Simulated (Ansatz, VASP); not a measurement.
# One calculation of Mg, two programs

```xyz
2
Lattice="3.2515 0.0000 0.0000 -1.6258 2.8159 0.0000 0.0000 0.0000 5.2789" Properties=species:S:1:pos:R:3 pbc="T T T"
Mg    0.0000    1.8773    1.3197
Mg    1.6258    0.9386    3.9591
```

Alike in both runs: task single point; functional pbesol exchange, lda correlation; k mesh 8 × 8 × 5; no spin polarisation.

|  | VASP | Ansatz |
| --- | --- | --- |
| version | VASP 6.6.1 | Ansatz 0.2.0 |
| potentials or method | VASP PAW PBE potentials, release 64 (Mg), cutoff 600 eV | plane waves, PAW |
| occupations | methfessel-paxton of order 1, width 0.2 eV | cold, width 0.2 eV |
| valence electrons in the cell | 4 | 20 |

|  | VASP | Ansatz | Ansatz less VASP |
| --- | --- | --- | --- |
| pressure (GPa) | -1.4 | -1.3 | +0.09 |
| traceless stress, the component that is largest in VASP (GPa) | 0.33 | 0.21 | -0.119 |

VASP's potentials were made for PBE, not for pbesol exchange, lda correlation. VASP's potentials hold 4 valence electrons a cell and Ansatz's 20, so a difference there can come from the potentials and not from the codes. Ansatz's warnings: structure snapped to symmetry.
